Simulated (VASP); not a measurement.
Here is a VASP 6.6.1 calculation.

Contents of INCAR:

```
  ALGO = Normal
  EDIFF = 1E-7
  ENCUT = 520
  GGA = PE
  ISIF = 2
  ISMEAR = 0
  LASPH = T
  LCHARG = T
  LELF = T
  LREAL = F
  LVHAR = T
  LWAVE = F
  NBANDS = 8
  NELM = 80
  PREC = Accurate
  SIGMA = 0.15
```

Contents of KPOINTS:

```
k-points
0
Gamma
  11 11 11
```

File POSCAR:

```
C
1.0
    0.0000000000      2.3650000000      2.3650000000
    2.3650000000      0.0000000000      2.3650000000
    2.3650000000      2.3650000000      0.0000000000
C
1
Direct
    0.0000000000      0.0000000000      0.0000000000
```

Potentials or basis: VASP PAW PBE potentials, release 64 (C).

Command:

```console
$ cat potpaw_PBE.64/C/POTCAR > POTCAR
$ mpirun -np 1 vasp_std > vasp.out
```

Problem. What does it give for the pressure?

Solution. -14.2 GPa.

Problem. Predict the band gap on the k mesh.

Solution. Zero (band 2 reaches -0.60 eV, above the bottom of band 3 at -2.66 eV).
